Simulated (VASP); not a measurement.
# VN2 (I4/mcm) in VASP: notebook, part 2 of 3

VASP 6.6.1.

## Step 4: Single point, PBEsol

This run uses another cell than the first one, of 7.68 Å³/atom.

Contents of INCAR:

```
SYSTEM = VN2
PREC = Accurate
ENCUT = 520
EDIFF = 1E-7
ISMEAR = 0
SIGMA = 0.1
LREAL = .False.
LASPH = .True.
NELM = 100
ALGO = Normal
ISIF = 2
LWAVE = .False.
LCHARG = .True.
GGA = PS
LELF = .True.
LVHAR = .True.
NBANDS = 32
```

Contents of KPOINTS:

```
Automatic mesh
0
Gamma
  12 12 12
  0 0 0
```

Contents of POSCAR:

```
VN2
1.0
   -2.1507500000      2.1507500000      2.4913500000
    2.1507500000     -2.1507500000      2.4913500000
    2.1507500000      2.1507500000     -2.4913500000
V N
2 4
Direct
    0.2500000000      0.2500000000      0.0000000000
    0.7500000000      0.7500000000      0.0000000000
    0.1151000000      0.6151000000      0.7302000000
    0.6151000000      0.8849000000      0.5000000000
    0.8849000000      0.3849000000      0.2698000000
    0.3849000000      0.1151000000      0.5000000000
```

Potentials or basis: VASP PAW PBE potentials, release 64 (V_sv, N).

The run is started by

```
cat potpaw_PBE.64/V_sv/POTCAR potpaw_PBE.64/N/POTCAR > POTCAR
mpirun -np 1 vasp_std > vasp.out
```

OUTCAR:

```text
SYSTEM = VN2
   PREC = Accurate
   ENCUT = 520
   EDIFF = 1E-7
   ISMEAR = 0
   LREAL = .False.
   LASPH = .True.
   NELM = 100
   ISIF = 2
   GGA = PS

 ion  position               nearest neighbor table
   1  0.250  0.250  0.000-   5 2.13   3 2.13   4 2.13   6 2.13   6 2.13   3 2.13   4 2.13   5 2.13
                             2 2.49   2 2.49
   2  0.750  0.750  0.000-   5 2.13   3 2.13   4 2.13   6 2.13   4 2.13   6 2.13   3 2.13   5 2.13
                             1 2.49   1 2.49
   3  0.115  0.615  0.730-   5 1.40   1 2.13   1 2.13   2 2.13   2 2.13
   4  0.615  0.885  0.500-   6 1.40   2 2.13   1 2.13   2 2.13   1 2.13
   5  0.885  0.385  0.270-   3 1.40   2 2.13   1 2.13   2 2.13   1 2.13
   6  0.385  0.115  0.500-   4 1.40   1 2.13   2 2.13   1 2.13   2 2.13

  LATTYP: Found a body centered tetragonal cell.
 ALAT       =     4.3015000000
 C/A-ratio  =     1.1583633616

  Lattice vectors:

 A1 = (  -2.1507500000,   2.1507500000,   2.4913500000)
 A2 = (   2.1507500000,  -2.1507500000,   2.4913500000)
 A3 = (   2.1507500000,   2.1507500000,  -2.4913500000)

Analysis of symmetry for initial positions (statically):
=====================================================================
 Subroutine PRICEL returns:
 Original cell was already a primitive cell.

 Routine SETGRP: Setting up the symmetry group for a
 body centered tetragonal supercell.

 Subroutine GETGRP returns: Found 16 space group operations
 (whereof  8 operations were pure point group operations)
 out of a pool of 16 trial point group operations.

The static configuration has the point symmetry C_4h.
 The point group associated with its full space group is D_4h.

Analysis of symmetry for dynamics (positions and initial velocities):
=====================================================================
 Subroutine PRICEL returns:
 Original cell was already a primitive cell.

 Routine SETGRP: Setting up the symmetry group for a
 body centered tetragonal supercell.

 Subroutine GETGRP returns: Found 16 space group operations
 (whereof  8 operations were pure point group operations)
 out of a pool of 16 trial point group operations.

The dynamic configuration has the point symmetry C_4h.
 The point group associated with its full space group is D_4h.

 Subroutine INISYM returns: Found 16 space group operations
 (whereof  8 operations are pure point group operations),
 and found     1 'primitive' translations

----------------------------------------------------------------------------------------

                                     Primitive cell

  volume of cell :      46.0972

  direct lattice vectors                    reciprocal lattice vectors
    -2.150750000  2.150750000  2.491350000     0.000000000  0.232477043  0.200694403
     2.150750000 -2.150750000  2.491350000     0.232477043  0.000000000  0.200694403
     2.150750000  2.150750000 -2.491350000     0.232477043  0.232477043  0.000000000

  length of vectors
     3.931701406  3.931701406  3.931701406     0.307121830  0.307121830  0.328772187

  position of ions in fractional coordinates (direct lattice)
     0.250000000  0.250000000  0.000000000
     0.750000000  0.750000000  0.000000000
     0.115100000  0.615100000  0.730200000
     0.615100000  0.884900000  0.500000000
     0.884900000  0.384900000  0.269800000
     0.384900000  0.115100000  0.500000000
[... 41 lines left out ...]
  0.250000  0.000000  0.000000      8.000000
  0.333333 -0.000000  0.000000      8.000000
  0.416667  0.000000 -0.000000      8.000000
[... 16 lines left out ...]
  0.500000  0.166667  0.000000     16.000000
 -0.416667  0.166667  0.000000     16.000000
 [... further k-points ...]
   k-points           NKPTS =    163   k-points in BZ     NKDIM =    163   number of bands    NBANDS=     32
   number of dos      NEDOS =    301   number of ions     NIONS =      6
   total plane-waves  NPLWV =  27000
   dimension x,y,z NGX =    30 NGY =   30 NGZ =   30
   dimension x,y,z NGXF=    60 NGYF=   60 NGZF=   60
   ions per type =               2   4
   NGX,Y,Z   is equivalent  to a cutoff of  12.69, 12.69, 12.69 a.u.
   NGXF,Y,Z  is equivalent  to a cutoff of  25.37, 25.37, 25.37 a.u.
 SYSTEM =  VN2
   PREC   = accura    normal or accurate (medium, high low for compatibility)
   ISTART =      0    job   : 0-new  1-cont  2-samecut
   ICHARG =      2    charge: 1-file 2-atom 10-const
   ISPIN  =      1    spin polarized calculation?
   LNONCOLLINEAR =      F non collinear calculations
   LSORBIT =      F    spin-orbit coupling
   LASPH  =      T    aspherical Exc in radial PAW
   ENCUT  =  520.0 eV  38.22 Ry    6.18 a.u.   7.31  7.31  7.31*2*pi/ulx,y,z
   NELM   =    100;   NELMIN=  2; NELMDL= -5     # of ELM steps
   EDIFF  = 0.1E-06   stopping-criterion for ELM
   LREAL  =      F    real-space projection
   EDIFFG = 0.1E-05   stopping-criterion for IOM
   NSW    =      0    number of steps for IOM
   IBRION =     -1    ionic relax: 0-MD 1-quasi-New 2-CG
   NFREE  =      0    steps in history (QN), initial steepest desc. (CG)
   ISIF   =      2    stress and relaxation
   ISYM   =      2    0-nonsym 1-usesym 2-fastsym
   POTIM  = 0.5000    time-step for ionic-motion
   TEBEG  =    0.0;   TEEND  =   0.0 temperature during run
   PSTRESS=    0.0 pullay stress
   NELECT =      46.0000    total number of electrons
   NUPDOWN=      -1.0000    fix difference up-down
   EMIN   =  10.00;   EMAX   =-10.00  energy-range for DOS
   EFERMI =   0.00;   METHOD = LEGACY
   ISMEAR =     0;   SIGMA  =   0.10  broadening in eV -4-tet -1-fermi 0-gaus
   EFERMI_NEDOS =   21; number of points for ismear=-14 and -15
   IALGO  =     38    algorithm
   IMIX   =      4    mixing-type and parameters
     AMIX     =   0.40;   BMIX     =  1.00
     AMIX_MAG =   1.60;   BMIX_MAG =  1.00
  volume/ion in A,a.u.               =       7.68        51.85
  Fermi-wavevector in a.u.,A,eV,Ry     =   1.635947  3.091492 36.413581  2.676323
  Thomas-Fermi vector in A             =   2.727335
   LORBIT       =      0    0 simple, 1 ext, 2 COOP (PROOUT), +10 PAW based schemes
   GGA     = PS    functional components
   LHFCALC =     F    Hartree Fock is set to
   AEXX    =    0.0000 exact exchange contribution
   IVDW    =     0    specifies the selected vdW correction
   LEPSILON=     F    determine dielectric tensor
   LRPA    =     F    only Hartree local field effects (RPA)
 non-spin polarized calculation
 Gauss-broadening in eV      SIGMA  =   0.10
  energy-cutoff  :      520.00
  volume of cell :       46.10
 maximum number of plane-waves:      1268
 NGX is ok and might be reduce to    30
   NGX = 15   NGY = 15   NGZ = 15

 number of electron      46.0000009 magnetization

 Free energy of the ion-electron system (eV)
  ---------------------------------------------------
  ext. energy  EPLUGINS =         0.00000000
  ---------------------------------------------------
  free energy    TOTEN  =       -56.93763379 eV

  energy without entropy =      -56.92431559  energy(sigma->0) =      -56.93097469

 E-fermi :  11.3533     XC(G=0): -13.8844

 val. band max:       11.3457027138   @ k =   0.5000   0.5000   0.4167
 cond. band min:      11.3537013246   @ k =   0.5000   0.5000   0.0000
 fundamental gap:      0.0079986108
 Fermi energy:        11.3532624384

 k-point     1 :       0.0000    0.0000    0.0000
  band No.  band energies     occupation
      1     -54.0079      2.00000
      2     -53.8427      2.00000
      3     -28.2164      2.00000
      4     -27.9716      2.00000
      5     -27.9716      2.00000
      6     -27.9610      2.00000
[... 829 lines left out ...]
     31      14.3563      0.00000
     32      15.0403      0.00000

 [... further k-points ...]

------------------------ aborting loop because EDIFF is reached ----------------------------------------

  FORCE on cell =-STRESS in cart. coord.  units (eV):
  Direction    XX          YY          ZZ          XY          YZ          ZX
  --------------------------------------------------------------------------------------
  -------------------------------------------------------------------------------------
  Total       -3.0543792     -3.0543792     -3.2710276      0.0000000      0.0000000      0.0000000
  in kB     -106.1595189   -106.1595189   -113.6894559      0.0000000      0.0000000      0.0000000
  external PRESSURE =    -108.6694979 kB  Pullay stress =       0.0000000 kB

 VOLUME and BASIS-vectors are now :
 -----------------------------------------------------------------------------
  energy-cutoff  :      520.00
  volume of cell :       46.10
      direct lattice vectors                 reciprocal lattice vectors
    -2.150750000  2.150750000  2.491350000     0.000000000  0.232477043  0.200694403
     2.150750000 -2.150750000  2.491350000     0.232477043  0.000000000  0.200694403
     2.150750000  2.150750000 -2.491350000     0.232477043  0.232477043  0.000000000

 POSITION                                       TOTAL-FORCE (eV/Angst)
 -----------------------------------------------------------------------------------
      0.00000      0.00000      1.24568        -0.000000     -0.000000      0.000000
      0.00000      0.00000      3.73703        -0.000000     -0.000000      0.000000
      2.64585      0.49510      0.00000        -0.268057     -0.268057     -0.000000
      1.65565      0.49510      2.49135         0.268057     -0.268057      0.000000
     -0.49510      1.65565      2.49135         0.268057      0.268057      0.000000
      0.49510      1.65565      0.00000        -0.268057      0.268057      0.000000
 -----------------------------------------------------------------------------------
    total drift:                                0.000000      0.000000     -0.000000

  FREE ENERGIE OF THE ION-ELECTRON SYSTEM (eV)
  ---------------------------------------------------
  free  energy   TOTEN  =       -56.9376337942 eV

  energy  without entropy=      -56.9243155948  energy(sigma->0) =      -56.93097469
```

It took 1.9 min on 1 thread of Intel Xeon 6975P-C (Granite Rapids), shared host; peak memory 0.3 GiB.

Results:

```
Free energy            : -56.9376 eV
Pressure               : -10.9 GPa
Largest force          : 0.379 eV/Å
Band gap on the k mesh : zero (bands 23 and 24 overlap by 0.36 eV)
```

Forces on the atoms (eV/Å):
```
V    0.000  0.000  0.000
V    0.000  0.000  0.000
N   -0.268 -0.268  0.000
N    0.268 -0.268  0.000
N    0.268  0.268  0.000
N   -0.268  0.268  0.000
```

Caveat: the cell stands under tension; the PAW data sets were made with another functional, which shifts forces and pressure a little; the run has no spin polarisation, though such a crystal can be magnetic. With open d or f shells a metallic result of PBEsol can be an artefact of self-interaction; +U or a hybrid may open a gap.

## Step 5: Single point, PBE

This run uses another cell than the first one, of 7.68 Å³/atom.

Contents of INCAR:

```
SYSTEM = VN2
ALGO = Normal
EDIFF = 1E-6
ENCUT = 520
GGA = PE
ISIF = 2
ISMEAR = 0
LASPH = .TRUE.
LCHARG = .FALSE.
LREAL = .FALSE.
LWAVE = .FALSE.
NBANDS = 32
NELM = 80
PREC = Accurate
SIGMA = 0.1
```

Contents of KPOINTS:

```
k-points
0
G
  12 12 12
  0 0 0
```

Contents of POSCAR:

```
VN2
1.0
   -2.1533510155      2.1533510155      2.4842377430
    2.1533510155     -2.1533510155      2.4842377430
    2.1533510155      2.1533510155     -2.4842377430
V N
2 4
Direct
    0.2500000000      0.2500000000      0.0000000000
    0.7500000000      0.7500000000      0.0000000000
    0.1135729470      0.6135729470      0.7271458940
    0.6135729470      0.8864270530      0.5000000000
    0.8864270530      0.3864270530      0.2728541060
    0.3864270530      0.1135729470      0.5000000000
```

The run is started by

```
cat potpaw_PBE.64/V_sv/POTCAR potpaw_PBE.64/N/POTCAR > POTCAR
mpirun -np 1 vasp_std > vasp.out
```

It took 1.8 min on 1 thread of Intel Xeon 6975P-C (Granite Rapids), shared host; peak memory 0.31 GiB.

Results (log left out):

* Free energy: -53.3537 eV
* Pressure: 0.6 GPa
* Largest force: 0.046 eV/Å
* Band gap on the k mesh: zero (bands 23 and 24 overlap by 0.39 eV)

Forces in eV/Å, atoms in the order of the input:
```
V    0.000  0.000  0.000
V    0.000  0.000  0.000
N    0.033  0.033  0.000
N   -0.033  0.033  0.000
N   -0.033 -0.033  0.000
N    0.033 -0.033  0.000
```

Stress tensor (GPa, compression positive):
```
0.72 0.00 0.00
0.00 0.72 0.00
0.00 0.00 0.51
```

Levels at points of the mesh, in eV from the Fermi level:
```
           k point  band 20  band 21  band 22  band 23  band 24  band 25  band 26  band 27
(0.00, 0.00, 0.00)    -2.93    -2.65    -2.55    -2.55     0.75     0.95     0.95     1.29
(0.50, 0.00, 0.00)    -3.35    -3.11    -3.11     0.15     0.15     0.73     0.73     1.03
(0.50, 0.50, 0.00)    -4.62    -2.75    -2.61    -1.31     0.00     0.83     1.10     1.83
(0.50, 0.50, 0.50)    -2.05    -2.05    -0.24    -0.19    -0.16    -0.05     0.02     1.86
```

Caveat: the run has no spin polarisation, though such a crystal can be magnetic. With open d or f shells a metallic result of PBE can be an artefact of self-interaction; +U or a hybrid may open a gap.

## Step 6: Single point, r2SCAN

This run uses another cell than the first one, of 7.55 Å³/atom.

Contents of POSCAR:

```
VN2
1.0
   -2.1464686967      2.1464686967      2.4568878128
    2.1464686967     -2.1464686967      2.4568878128
    2.1464686967      2.1464686967     -2.4568878128
V N
2 4
Direct
    0.2500000000      0.2500000000      0.0000000000
    0.7500000000      0.7500000000      0.0000000000
    0.1140815752      0.6140815752      0.7281631504
    0.6140815752      0.8859184248      0.5000000000
    0.8859184248      0.3859184248      0.2718368496
    0.3859184248      0.1140815752      0.5000000000
```

Contents of INCAR.step1:

```
PREC = Accurate
ENCUT = 520
ISMEAR = 0
SIGMA = 0.1
LREAL = F
LASPH = T
NELM = 80
NBANDS = 32
GGA = PE
ALGO = Normal
EDIFF = 1E-4
LWAVE = T
LCHARG = F
```

Contents of INCAR.step2:

```
PREC = Accurate
ENCUT = 520
EDIFF = 1E-6
ISMEAR = 0
SIGMA = 0.1
LREAL = F
LASPH = T
NELM = 80
ALGO = Normal
ISIF = 2
LWAVE = F
LCHARG = F
METAGGA = R2SCAN
LMIXTAU = T
NBANDS = 32
ISTART = 1
```

Contents of KPOINTS:

```
Automatic mesh
0
Gamma
  12 12 12
```

Potentials or basis: VASP PAW PBE potentials, release 64 (V_sv, N).

The run is started by

```
cat potpaw_PBE.64/V_sv/POTCAR potpaw_PBE.64/N/POTCAR > POTCAR
cp INCAR.step1 INCAR
mpirun -np 1 vasp_std > vasp.out
cp INCAR.step2 INCAR
mpirun -np 1 vasp_std > vasp.out
```

Run time: 6.8 min. Hardware: 1 thread of Intel Xeon 6975P-C (Granite Rapids), shared host; peak memory 0.31 GiB.

It converged, with:

- Free energy: -67.8175 eV
- Pressure: 1.5 GPa
- Largest force: 0.076 eV/Å
- Band gap on the k mesh: zero (bands 23 and 24 overlap by 0.46 eV)

Forces on the atoms (eV/Å):
```
V    0.000  0.000  0.000
V    0.000  0.000  0.000
N    0.054  0.054  0.000
N   -0.054  0.054  0.000
N   -0.054 -0.054  0.000
N    0.054 -0.054  0.000
```

Stress tensor (GPa, compression positive):
```
1.68 0.00 0.00
0.00 1.68 0.00
0.00 0.00 1.22
```

Levels at points of the mesh, in eV from the Fermi level:
| k point | band 20 | band 21 | band 22 | band 23 | band 24 | band 25 | band 26 | band 27 |
| --- | --- | --- | --- | --- | --- | --- | --- | --- |
| (0.00, 0.00, 0.00) | -3.16 | -2.97 | -2.76 | -2.76 | 0.83 | 1.15 | 1.15 | 1.52 |
| (0.50, 0.00, 0.00) | -3.63 | -3.33 | -3.33 | 0.08 | 0.08 | 0.84 | 0.84 | 1.17 |
| (0.50, 0.50, 0.00) | -4.85 | -3.01 | -2.81 | -1.52 | 0.04 | 1.01 | 1.17 | 1.94 |
| (0.50, 0.50, 0.50) | -2.18 | -2.18 | -0.38 | -0.35 | -0.05 | 0.01 | 0.05 | 2.05 |

Caveat: the PAW data sets were made with another functional, which shifts forces and pressure a little; the run has no spin polarisation, though such a crystal can be magnetic. With open d or f shells a metallic result of r2SCAN can be an artefact of self-interaction; +U or a hybrid may open a gap.

(Part 2 of 3 ends here.)
